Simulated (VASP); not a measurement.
# Ge (P6_3/mmc) in VASP: further runs

The runs below take Ge through single point, with PBEsol.

All numbers are computed with VASP 6.6.1; they aren't measurements. Logs are shortened: lines on timing, memory, paths and dates and some standing lists are left out, and cuts for length are marked.

### 1 The cell of the first run

It takes space group P6_3/mmc (No. 194, hexagonal). The conventional cell has a = 3.997 Å, b = 3.997 Å, c = 6.596 Å, α = 90.00°, β = 90.00°, γ = 120.00°. Ge (site symmetry 3m) has 4 Ge at 2.45 to 2.47 Å within 3.2 Å.

### 2 Single point, PBEsol

INCAR reads:

```
PREC = Accurate ; ENCUT = 520
EDIFF = 1E-6 ; ISMEAR = 0
SIGMA = 0.15 ; LREAL = F
LASPH = T ; NELM = 60
ALGO = Normal ; ISIF = 2
LWAVE = F ; LCHARG = F
GGA = PS ; NBANDS = 36
```

KPOINTS reads:

```
Automatic mesh
0
Gamma
  12 12 6
```

POSCAR reads:

```
Ge
1.0
    3.9969678642      0.0000000000      0.0000000000
   -1.9984839321      3.4614757085      0.0000000000
    0.0000000000      0.0000000000      6.5963651330
Ge
4
Direct
    0.6666666667      0.3333333333      0.0629118565
    0.3333333333      0.6666666667      0.5629118565
    0.6666666667      0.3333333333      0.4370881435
    0.3333333333      0.6666666667      0.9370881435
```

Potentials or basis: VASP PAW PBE potentials, release 64 (Ge_d).

Command:

```sh
> cat potpaw_PBE.64/Ge_d/POTCAR > POTCAR
> mpirun -np 1 vasp_std > vasp.out
```

OUTCAR:

```text
PREC = Accurate
   ENCUT = 520
   EDIFF = 1E-6
   ISMEAR = 0
   LREAL = F
   LASPH = T
   NELM = 60
   ISIF = 2
   GGA = PS

 ion  position               nearest neighbor table
   1  0.667  0.333  0.063-   4 2.45   4 2.45   4 2.45   3 2.47
   2  0.333  0.667  0.563-   3 2.45   3 2.45   3 2.45   4 2.47
   3  0.667  0.333  0.437-   2 2.45   2 2.45   2 2.45   1 2.47
   4  0.333  0.667  0.937-   1 2.45   1 2.45   1 2.45   2 2.47

  LATTYP: Found a hexagonal cell.
 ALAT       =     3.9969678642
 C/A-ratio  =     1.6503422987

  Lattice vectors:

 A1 = (   3.9969678642,   0.0000000000,   0.0000000000)
 A2 = (  -1.9984839321,   3.4614757085,   0.0000000000)
 A3 = (   0.0000000000,   0.0000000000,   6.5963651330)

Analysis of symmetry for initial positions (statically):
=====================================================================
 Subroutine PRICEL returns:
 Original cell was already a primitive cell.

 Routine SETGRP: Setting up the symmetry group for a
 hexagonal supercell.

 Subroutine GETGRP returns: Found 24 space group operations
 (whereof 12 operations were pure point group operations)
 out of a pool of 24 trial point group operations.

The static configuration has the point symmetry D_3d.
 The point group associated with its full space group is D_6h.

Analysis of symmetry for dynamics (positions and initial velocities):
=====================================================================
 Subroutine PRICEL returns:
 Original cell was already a primitive cell.

 Routine SETGRP: Setting up the symmetry group for a
 hexagonal supercell.

 Subroutine GETGRP returns: Found 24 space group operations
 (whereof 12 operations were pure point group operations)
 out of a pool of 24 trial point group operations.

The dynamic configuration has the point symmetry D_3d.
 The point group associated with its full space group is D_6h.

 Subroutine INISYM returns: Found 24 space group operations
 (whereof 12 operations are pure point group operations),
 and found     1 'primitive' translations

----------------------------------------------------------------------------------------

                                     Primitive cell

  volume of cell :      91.2634

  direct lattice vectors                    reciprocal lattice vectors
     3.996967864  0.000000000  0.000000000     0.250189652  0.144447063  0.000000000
    -1.998483932  3.461475709  0.000000000     0.000000000  0.288894126  0.000000000
     0.000000000  0.000000000  6.596365133     0.000000000  0.000000000  0.151598643

  length of vectors
     3.996967864  3.996967864  6.596365133     0.288894126  0.288894126  0.151598643

  position of ions in fractional coordinates (direct lattice)
     0.666666667  0.333333333  0.062911857
     0.333333333  0.666666667  0.562911857
     0.666666667  0.333333333  0.437088143
     0.333333333  0.666666667  0.937088143

  ion indices of the primitive-cell ions
   primitive index   ion index
                 1           1
                 2           2
                 3           3
                 4           4

----------------------------------------------------------------------------------------

 KPOINTS: Automatic mesh

Automatic generation of k-mesh.
 Grid dimensions read from file:
 generate k-points for:   12   12    6

 Generating k-lattice:

  Cartesian coordinates                     Fractional coordinates (reciprocal lattice)
     0.020849138  0.012037255  0.000000000     0.083333333  0.000000000  0.000000000
     0.000000000  0.024074511  0.000000000     0.000000000  0.083333333  0.000000000
     0.000000000  0.000000000  0.025266440     0.000000000  0.000000000  0.166666667

  Length of vectors
     0.024074511  0.024074511  0.025266440

  Shift w.r.t. Gamma in fractional coordinates (k-lattice)
     0.000000000  0.000000000  0.000000000

 Subroutine IBZKPT returns following result:
 ===========================================

 Found     76 irreducible k-points:

 Following reciprocal coordinates:
            Coordinates               Weight
  0.000000  0.000000  0.000000      1.000000
  0.083333 -0.000000  0.000000      6.000000
  0.166667 -0.000000  0.000000      6.000000
  0.250000  0.000000  0.000000      6.000000
  0.333333 -0.000000  0.000000      6.000000
  0.416667  0.000000  0.000000      6.000000
[... 16 lines left out ...]
  0.250000  0.000000  0.166667     12.000000
  0.333333 -0.000000  0.166667     12.000000
 [... further k-points ...]
   k-points           NKPTS =     76   k-points in BZ     NKDIM =     76   number of bands    NBANDS=     36
   number of dos      NEDOS =    301   number of ions     NIONS =      4
   total plane-waves  NPLWV =  45000
   dimension x,y,z NGX =    30 NGY =   30 NGZ =   50
   dimension x,y,z NGXF=    60 NGYF=   60 NGZF=  100
   ions per type =               4
   NGX,Y,Z   is equivalent  to a cutoff of  12.48, 12.48, 12.60 a.u.
   NGXF,Y,Z  is equivalent  to a cutoff of  24.96, 24.96, 25.20 a.u.
 SYSTEM =  unknown system
   PREC   = accura    normal or accurate (medium, high low for compatibility)
   ISTART =      0    job   : 0-new  1-cont  2-samecut
   ICHARG =      2    charge: 1-file 2-atom 10-const
   ISPIN  =      1    spin polarized calculation?
   LNONCOLLINEAR =      F non collinear calculations
   LSORBIT =      F    spin-orbit coupling
   LASPH  =      T    aspherical Exc in radial PAW
   ENCUT  =  520.0 eV  38.22 Ry    6.18 a.u.   7.43  7.43 12.26*2*pi/ulx,y,z
   NELM   =     60;   NELMIN=  2; NELMDL= -5     # of ELM steps
   EDIFF  = 0.1E-05   stopping-criterion for ELM
   LREAL  =      F    real-space projection
   EDIFFG = 0.1E-04   stopping-criterion for IOM
   NSW    =      0    number of steps for IOM
   IBRION =     -1    ionic relax: 0-MD 1-quasi-New 2-CG
   NFREE  =      0    steps in history (QN), initial steepest desc. (CG)
   ISIF   =      2    stress and relaxation
   ISYM   =      2    0-nonsym 1-usesym 2-fastsym
   POTIM  = 0.5000    time-step for ionic-motion
   TEBEG  =    0.0;   TEEND  =   0.0 temperature during run
   PSTRESS=    0.0 pullay stress
   NELECT =      56.0000    total number of electrons
   NUPDOWN=      -1.0000    fix difference up-down
   EMIN   =  10.00;   EMAX   =-10.00  energy-range for DOS
   EFERMI =   0.00;   METHOD = LEGACY
   ISMEAR =     0;   SIGMA  =   0.15  broadening in eV -4-tet -1-fermi 0-gaus
   EFERMI_NEDOS =   21; number of points for ismear=-14 and -15
   IALGO  =     38    algorithm
   IMIX   =      4    mixing-type and parameters
     AMIX     =   0.40;   BMIX     =  1.00
     AMIX_MAG =   1.60;   BMIX_MAG =  1.00
  volume/ion in A,a.u.               =      22.82       153.97
  Fermi-wavevector in a.u.,A,eV,Ry     =   1.391144  2.628880 26.331090  1.935281
  Thomas-Fermi vector in A             =   2.515011
   LORBIT       =      0    0 simple, 1 ext, 2 COOP (PROOUT), +10 PAW based schemes
   GGA     = PS    functional components
   LHFCALC =     F    Hartree Fock is set to
   AEXX    =    0.0000 exact exchange contribution
   IVDW    =     0    specifies the selected vdW correction
   LEPSILON=     F    determine dielectric tensor
   LRPA    =     F    only Hartree local field effects (RPA)
 non-spin polarized calculation
 Gauss-broadening in eV      SIGMA  =   0.15
  energy-cutoff  :      520.00
  volume of cell :       91.26
 maximum number of plane-waves:      2491
 NGX is ok and might be reduce to    30
   NGX = 15   NGY = 15   NGZ = 25

 number of electron      56.0000054 magnetization

 Free energy of the ion-electron system (eV)
  ---------------------------------------------------
  ext. energy  EPLUGINS =         0.00000000
  ---------------------------------------------------
  free energy    TOTEN  =       -19.68504911 eV

  energy without entropy =      -19.68349689  energy(sigma->0) =      -19.68427300

 E-fermi :   4.8730     XC(G=0): -10.0866

 val. band max:        4.8046989502   @ k =   0.0000   0.0000   0.0000
 cond. band min:       4.9588910015   @ k =   0.0000   0.0000   0.0000
 fundamental gap:      0.1541920512
 Fermi energy:         4.8729857014

 k-point     1 :       0.0000    0.0000    0.0000
  band No.  band energies     occupation
      1     -20.0057      2.00000
      2     -20.0057      2.00000
      3     -19.9675      2.00000
      4     -19.9672      2.00000
      5     -19.9672      2.00000
      6     -19.9544      2.00000
[... 28 lines left out ...]
     35       9.3770      0.00000
     36      10.7813      0.00000

 k-point     2 :       0.0833   -0.0000    0.0000
  band No.  band energies     occupation
      1     -20.0104      2.00000
      2     -20.0072      2.00000
      3     -19.9722      2.00000
      4     -19.9697      2.00000
      5     -19.9672      2.00000
      6     -19.9484      2.00000
[... 28 lines left out ...]
     35       9.6877      0.00000
     36      11.2315      0.00000

 k-point     3 :       0.1667   -0.0000    0.0000
  band No.  band energies     occupation
      1     -20.0186      2.00000
      2     -20.0103      2.00000
      3     -19.9809      2.00000
      4     -19.9754      2.00000
      5     -19.9663      2.00000
      6     -19.9393      2.00000
[... 28 lines left out ...]
     35      10.4964      0.00000
     36      10.5469      0.00000

 k-point     4 :       0.2500    0.0000    0.0000
  band No.  band energies     occupation
      1     -20.0240      2.00000
      2     -20.0130      2.00000
      3     -19.9902      2.00000
      4     -19.9811      2.00000
      5     -19.9626      2.00000
      6     -19.9322      2.00000
[... 28 lines left out ...]
     35      11.1893      0.00000
     36      11.5946      0.00000

 k-point     5 :       0.3333   -0.0000    0.0000
  band No.  band energies     occupation
      1     -20.0252      2.00000
      2     -20.0145      2.00000
      3     -19.9990      2.00000
      4     -19.9853      2.00000
      5     -19.9554      2.00000
      6     -19.9275      2.00000
[... 655 lines left out ...]
 k-point    22 :       0.1667   -0.0000    0.1667
  band No.  band energies     occupation
      1     -20.0159      2.00000
      2     -20.0084      2.00000
      3     -19.9793      2.00000
      4     -19.9788      2.00000
      5     -19.9697      2.00000
      6     -19.9403      2.00000
[... 28 lines left out ...]
     35      10.2834      0.00000
     36      10.9809      0.00000

 k-point    23 :       0.2500    0.0000    0.1667
  band No.  band energies     occupation
      1     -20.0209      2.00000
      2     -20.0113      2.00000
      3     -19.9879      2.00000
      4     -19.9839      2.00000
      5     -19.9659      2.00000
      6     -19.9331      2.00000
[... 28 lines left out ...]
     35      11.0259      0.00000
     36      11.3450      0.00000

 k-point    24 :       0.3333   -0.0000    0.1667
  band No.  band energies     occupation
      1     -20.0218      2.00000
      2     -20.0129      2.00000
      3     -19.9962      2.00000
      4     -19.9878      2.00000
      5     -19.9586      2.00000
      6     -19.9281      2.00000
[... 28 lines left out ...]
     35      11.7832      0.00000
     36      12.4556      0.00000

 [... further k-points ...]
[... 5 lines left out ...]
  --------------------------------------------------------------------------------------
  -------------------------------------------------------------------------------------
  Total       -0.0645616     -0.0645616     -0.0789311      0.0000000      0.0000000      0.0000000
  in kB       -1.1334136     -1.1334136     -1.3856772      0.0000000      0.0000000      0.0000000
  external PRESSURE =      -1.2175015 kB  Pullay stress =       0.0000000 kB

 VOLUME and BASIS-vectors are now :
 -----------------------------------------------------------------------------
  energy-cutoff  :      520.00
  volume of cell :       91.26
      direct lattice vectors                 reciprocal lattice vectors
     3.996967864  0.000000000  0.000000000     0.250189652  0.144447063  0.000000000
    -1.998483932  3.461475709  0.000000000     0.000000000  0.288894126  0.000000000
     0.000000000  0.000000000  6.596365133     0.000000000  0.000000000  0.151598643

 POSITION                                       TOTAL-FORCE (eV/Angst)
 -----------------------------------------------------------------------------------
      1.99848      1.15383      0.41499         0.000000      0.000000     -0.003223
     -0.00000      2.30765      3.71317        -0.000000      0.000000     -0.003223
      1.99848      1.15383      2.88319         0.000000     -0.000000      0.003223
     -0.00000      2.30765      6.18138        -0.000000      0.000000      0.003223
 -----------------------------------------------------------------------------------
    total drift:                               -0.000000      0.000000     -0.000000

  FREE ENERGIE OF THE ION-ELECTRON SYSTEM (eV)
  ---------------------------------------------------
  free  energy   TOTEN  =       -19.6850491105 eV

  energy  without entropy=      -19.6834968895  energy(sigma->0) =      -19.68427300
```

Wall time 3.4 min (1 thread of Intel Xeon Platinum 8259CL at 2.50GHz (Skylake/Cascade Lake), shared host); peak memory 0.31 GiB.

Results:

- Free energy: -19.6850 eV
- Pressure: -0.1 GPa
- Largest force: 0.003 eV/Å
- Band gap on the k mesh: zero (band 28 reaches 4.80 eV, above the bottom of band 29 at 4.79 eV)

Forces in eV/Å, atoms in the order of the input:
```
Ge   0.000  0.000 -0.003
Ge   0.000  0.000 -0.003
Ge   0.000  0.000  0.003
Ge   0.000  0.000  0.003
```

Caveat: the PAW data sets were made with another functional, which shifts forces and pressure a little.

### 3 Single point, PBEsol

INCAR reads:

```
SYSTEM = Ge
PREC = Accurate ; ENCUT = 520
EDIFF = 1E-7 ; ISMEAR = 0
SIGMA = 0.01 ; LREAL = .FALSE.
LASPH = .TRUE. ; NELM = 80
ALGO = Normal ; ISIF = 2
LWAVE = .FALSE. ; LCHARG = .FALSE.
GGA = PS ; NBANDS = 36
```

KPOINTS reads:

```
regular mesh
0
G
  12 12 6
  0 0 0
```

POSCAR reads:

```
Ge
1.0
    3.9986409605      0.0000000000      0.0000000000
   -1.9993204803      3.4629246524      0.0000000000
    0.0000000000      0.0000000000      6.5920608985
Ge
4
Direct
    0.6666666667      0.3333333333      0.0627779680
    0.3333333333      0.6666666667      0.5627779680
    0.6666666667      0.3333333333      0.4372220320
    0.3333333333      0.6666666667      0.9372220320
```

Potentials or basis: VASP PAW PBE potentials, release 64 (Ge_d).

Command:

```sh
> cat potpaw_PBE.64/Ge_d/POTCAR > POTCAR
> mpirun -np 1 vasp_std > vasp.out
```

OUTCAR:

```text
SYSTEM = Ge
   PREC = Accurate
   ENCUT = 520
   EDIFF = 1E-7
   ISMEAR = 0
   LREAL = .FALSE.
   LASPH = .TRUE.
   NELM = 80
   ISIF = 2
   GGA = PS

 ion  position               nearest neighbor table
   1  0.667  0.333  0.063-   4 2.45   4 2.45   4 2.45   3 2.47
   2  0.333  0.667  0.563-   3 2.45   3 2.45   3 2.45   4 2.47
   3  0.667  0.333  0.437-   2 2.45   2 2.45   2 2.45   1 2.47
   4  0.333  0.667  0.937-   1 2.45   1 2.45   1 2.45   2 2.47

  LATTYP: Found a hexagonal cell.
 ALAT       =     3.9986409605
 C/A-ratio  =     1.6485753444

[... 1129 lines left out ...]

 [... further k-points ...]
[... 5 lines left out ...]
  --------------------------------------------------------------------------------------
  -------------------------------------------------------------------------------------
  Total       -0.0672955     -0.0672955     -0.0444489      0.0000000      0.0000000      0.0000000
  in kB       -1.1811897     -1.1811897     -0.7801797      0.0000000      0.0000000      0.0000000
  external PRESSURE =      -1.0475197 kB  Pullay stress =       0.0000000 kB

 VOLUME and BASIS-vectors are now :
 -----------------------------------------------------------------------------
  energy-cutoff  :      520.00
  volume of cell :       91.28
      direct lattice vectors                 reciprocal lattice vectors
     3.998640960  0.000000000  0.000000000     0.250084969  0.144386624  0.000000000
    -1.999320480  3.462924652  0.000000000     0.000000000  0.288773248  0.000000000
     0.000000000  0.000000000  6.592060898     0.000000000  0.000000000  0.151697628

 POSITION                                       TOTAL-FORCE (eV/Angst)
 -----------------------------------------------------------------------------------
      1.99932      1.15431      0.41384        -0.000000     -0.000000      0.003161
     -0.00000      2.30862      3.70987         0.000000     -0.000000      0.003161
      1.99932      1.15431      2.88219         0.000000      0.000000     -0.003161
     -0.00000      2.30862      6.17822        -0.000000     -0.000000     -0.003161
 -----------------------------------------------------------------------------------
    total drift:                               -0.000000      0.000000      0.000000

  FREE ENERGIE OF THE ION-ELECTRON SYSTEM (eV)
  ---------------------------------------------------
  free  energy   TOTEN  =       -19.6842045009 eV

  energy  without entropy=      -19.6841747585  energy(sigma->0) =      -19.68418963
```

Run time: 3.7 min. Hardware: 1 thread of Intel Xeon Platinum 8259CL at 2.50GHz (Skylake/Cascade Lake), shared host; peak memory 0.31 GiB.

What came out:

* Free energy: -19.6842 eV
* Pressure: -0.1 GPa
* Largest force: 0.003 eV/Å
* Band gap on the k mesh: zero (band 28 reaches 4.80 eV, above the bottom of band 29 at 4.77 eV)

Forces in eV/Å, atoms in the order of the input:
```
Ge   0.000  0.000  0.003
Ge   0.000  0.000  0.003
Ge   0.000  0.000 -0.003
Ge   0.000  0.000 -0.003
```

Caveat: the PAW data sets were made with another functional, which shifts forces and pressure a little.

### 4 Single point, PBEsol

INCAR reads:

```
SYSTEM = Ge
PREC = Accurate ; ENCUT = 520
EDIFF = 1E-6 ; ISMEAR = 0
SIGMA = 0.1 ; LREAL = .False.
LASPH = .True. ; NELM = 60
ALGO = Normal ; ISIF = 2
LWAVE = .False. ; LCHARG = .False.
GGA = PS ; NBANDS = 36
```

KPOINTS reads:

```
regular mesh
0
Gamma
  12 12 6
  0 0 0
```

POSCAR reads:

```
Ge
1.0
    3.9969678657      0.0000000000      0.0000000000
   -1.9984839329      3.4614757098      0.0000000000
    0.0000000000      0.0000000000      6.5963651289
Ge
4
Direct
    0.6666666667      0.3333333333      0.0629118564
    0.3333333333      0.6666666667      0.5629118564
    0.6666666667      0.3333333333      0.4370881436
    0.3333333333      0.6666666667      0.9370881436
```

Command:

```sh
> cat potpaw_PBE.64/Ge_d/POTCAR > POTCAR
> mpirun -np 1 vasp_std > vasp.out
```

Wall time 3.3 min (1 thread of Intel Xeon Platinum 8259CL at 2.50GHz (Skylake/Cascade Lake), shared host); peak memory 0.31 GiB.

The run converged. Its results:

| Quantity | Value |
| --- | --- |
| Free energy | -19.6847 eV |
| Pressure | -0.1 GPa |
| Largest force | 0.005 eV/Å |
| Band gap on the k mesh | zero (band 28 reaches 4.80 eV, above the bottom of band 29 at 4.79 eV) |

Forces on the atoms (eV/Å):
```
Ge   0.000  0.000 -0.005
Ge   0.000  0.000 -0.005
Ge   0.000  0.000  0.005
Ge   0.000  0.000  0.005
```

Levels at points of the mesh, in eV from the Fermi level:
```tsv
k point	band 25	band 26	band 27	band 28	band 29	band 30	band 31	band 32
(0.00, 0.00, 0.00)	-1.51	-0.18	-0.16	-0.05	0.10	0.10	2.22	2.22
(0.50, 0.00, 0.00)	-4.63	-3.10	-2.86	-1.47	0.44	1.59	3.47	3.65
(0.00, 0.00, 0.50)	-0.88	-0.88	-0.88	-0.88	0.62	0.62	3.32	3.32
(0.50, 0.00, 0.50)	-2.58	-2.58	-2.44	-2.44	0.45	0.45	2.03	2.03
```

Caveat: the PAW data sets were made with another functional, which shifts forces and pressure a little.

### 5 Overview

```csv
cell,smearing,gap on the mesh (eV),pressure (GPa)
"a = 3.997, b = 3.997, c = 6.596 Å, angles 90.0, 90.0, 120.0°, 4 atoms",gaussian 0.15 eV,none,-0.1
"a = 3.999, b = 3.999, c = 6.592 Å, angles 90.0, 90.0, 120.0°, 4 atoms",gaussian 0.01 eV,none,-0.1
"a = 3.997, b = 3.997, c = 6.596 Å, angles 90.0, 90.0, 120.0°, 4 atoms",gaussian 0.1 eV,none,-0.1
```

Alike in all rows: task single point; level PBEsol; potentials or basis VASP PAW PBE potentials, release 64 (Ge_d); no spin polarisation; k mesh 12 × 12 × 6; cutoff (eV) 520.

Caveats: the PAW data sets were made with another functional, which shifts forces and pressure a little.

Absolute energies hang on the potentials; compare differences alone.
